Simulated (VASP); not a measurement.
Zn, 2 atoms in the cell. The structure is cubic, space group Fd-3m (No. 227). Conventional cell: a = 5.474 Å, b = 5.474 Å, c = 5.474 Å, α = 90.00°, β = 90.00°, γ = 90.00°. Within 3.1 Å of Zn (site symmetry -43m) lie 4 Zn at 2.37 Å.  This cell differs from its parent crystal: volume scaled by 0.96.

* Program: VASP 6.6.1
* Task: single point
* Functional: LDA
* Potentials or basis: VASP PAW LDA potentials, release 64 (Zn)
* Cutoff: 520 eV
* k mesh: 11 × 11 × 11
* Occupations: fermi-dirac, width 0.1 eV
* Spin: no spin polarisation
* Dipole correction: no
* Further INCAR settings: ALGO = Normal; EDIFF = 1e-07; NBANDS = 19

Potentials or basis: VASP PAW LDA potentials, release 64 (Zn).

The run is started by

```sh
$ cat potpaw_LDA.64/Zn/POTCAR > POTCAR
$ mpirun -np 1 vasp_std > vasp.out
```

Hardware: 1 thread of Intel(R) Xeon(R) Platinum 8259CL CPU @ 2.50GHz (Skylake/Cascade Lake), with other jobs on the host.

Task: Estimate the wall time of this run.

Result: Run time: 37 s on 1 thread of Intel(R) Xeon(R) Platinum 8259CL CPU @ 2.50GHz (Skylake/Cascade Lake), with other jobs on the host, peak memory 0.16 GiB. Counts: scf iterations 12, k points 56.
